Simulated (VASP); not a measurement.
Write the native input for VASP 6.6.1 that does the following.

```
Task                   : single point
Functional             : PBEsol
Potentials or basis    : VASP PAW PBE potentials, release 64 (Nb_sv)
Cutoff                 : 520 eV
k mesh                 : 20 × 20 × 20
Occupations            : gaussian, width 0.15 eV
Spin                   : no spin polarisation
Dipole correction      : no
Further INCAR settings : ALGO = Fast; EDIFF = 1e-06; NBANDS = 12
```

The structure of Nb lies in POSCAR:

```
Nb
1.0
    0.0185062500      2.1150000000      2.1150000000
    2.1335062500      0.0000000000      2.1335062500
    2.1150000000      2.1150000000      0.0185062500
Nb
1
Direct
    0.0000000000      0.0000000000      0.0000000000
```

This cell differs from its parent crystal: strain +0.0175 x Voigt [0, 0, 0, 0, 1, 0].

These files were run (other wordings do the same):

INCAR

```
SYSTEM = Nb
ALGO = Fast ; EDIFF = 1E-6
ENCUT = 520 ; GGA = PS
ISIF = 2 ; ISMEAR = 0
LASPH = .TRUE. ; LCHARG = .TRUE.
LELF = .TRUE. ; LREAL = .FALSE.
LVHAR = .TRUE. ; LWAVE = .FALSE.
NBANDS = 12 ; NELM = 60
PREC = Accurate ; SIGMA = 0.15
```

KPOINTS

```
k-points
0
G
  20 20 20
  0 0 0
```

Potentials or basis: VASP PAW PBE potentials, release 64 (Nb_sv).

The run is started by

```console
$ cat potpaw_PBE.64/Nb_sv/POTCAR > POTCAR
$ mpirun -np 1 vasp_std > vasp.out
```

It gave:

```json
{
 "Pressure": "-7.2 GPa",
 "Band gap on the k mesh": "zero (an odd number of electrons rules out a gap without spin polarisation)"
}
```

Caveat: the cell differs from its parent crystal (strain +0.0175 x Voigt [0, 0, 0, 0, 1, 0]); the cell stands under tension; the PAW data sets were made with another functional, which shifts forces and pressure a little.

Wall time 2.4 min on 1 thread of Intel(R) Xeon(R) 6975P-C (Granite Rapids) (shared host), peak memory 0.36 GiB.
